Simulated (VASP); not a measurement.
Runs of VASP 6.6.1 on SrCl2. The structure is that of space group Fm-3m (No. 225), or close to it. The cells are those of the table. 

```tsv
level	cell	gap on the mesh (eV)	pressure (GPa)
r2SCAN	a = 5.044 Å, angles 60.0°, 3 atoms	(a)	-1.9
PBE	a = 5.028 Å, angles 60.0°, 3 atoms	5.12	-0.9
PBE	a = 5.076 Å, angles 60.0°, 3 atoms	5.01	-1.7
PBE	a = 4.979 Å, angles 60.0°, 3 atoms	5.23	0.1
PBE	a = 4.947 Å, angles 60.0°, 3 atoms	(b)	0.8
```

Alike in all rows: task single point; potentials or basis VASP PAW PBE potentials, release 64 (Sr_sv, Cl); no spin polarisation; k mesh 6 × 6 × 6; cutoff (eV) 520; smearing gaussian 0.01 eV.

Estimate the missing entries.

(a) 5.72; (b) 5.31.

Caveats: the structure was generated, so it needn't be the stable form of SrCl2; the PAW data sets were made with another functional, which shifts forces and pressure a little (at least some runs).

A k mesh can miss the band edges, and the runs leave out spin-orbit coupling on Sr.
